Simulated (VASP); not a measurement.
A run of VASP 6.6.1:

Contents of INCAR:

```
SYSTEM = CuMo7
PREC = Accurate ; ENCUT = 520
EDIFF = 1E-6 ; ISMEAR = 0
SIGMA = 0.2 ; LREAL = .False.
LASPH = .True. ; NELM = 100
ALGO = Fast ; ISIF = 2
LWAVE = .False. ; LCHARG = .False.
GGA = PE ; NBANDS = 64
```

File KPOINTS:

```
Automatic mesh
0
Gamma
  8 8 2
  0 0 0
```

File POSCAR:

```
CuMo7
1.0
    1.5837724237     -2.1978411897      0.0000000000
    1.5837724237      2.1978411897      0.0000000000
    0.0000000000      0.0000000000     17.6957928795
Cu Mo
1 7
Direct
    0.0000000000      0.0000000000      1.0000000000
    0.5000000000      0.5000000000      0.3724327897
    0.0000000000      0.0000000000      0.5000000000
    0.5000000000      0.5000000000      0.6275672103
    0.5000000000      0.5000000000      0.8797140713
    0.5000000000      0.5000000000      0.1202859287
    0.0000000000      0.0000000000      0.7547420554
    1.0000000000      1.0000000000      0.2452579446
```

Potentials or basis: VASP PAW PBE potentials, release 64 (Cu, Mo_sv).

Command:

```console
$ cat potpaw_PBE.64/Cu/POTCAR potpaw_PBE.64/Mo_sv/POTCAR > POTCAR
$ mpirun -np 1 vasp_std > vasp.out
```

Hardware: 1 thread of Intel(R) Xeon(R) 6975P-C (Granite Rapids), on a shared host.

Task: Estimate the wall time of this run.

Result: It took 7.9 min on 1 thread of Intel(R) Xeon(R) 6975P-C (Granite Rapids) (shared host), peak memory 0.38 GiB. Counts: scf iterations 48, k points 42.
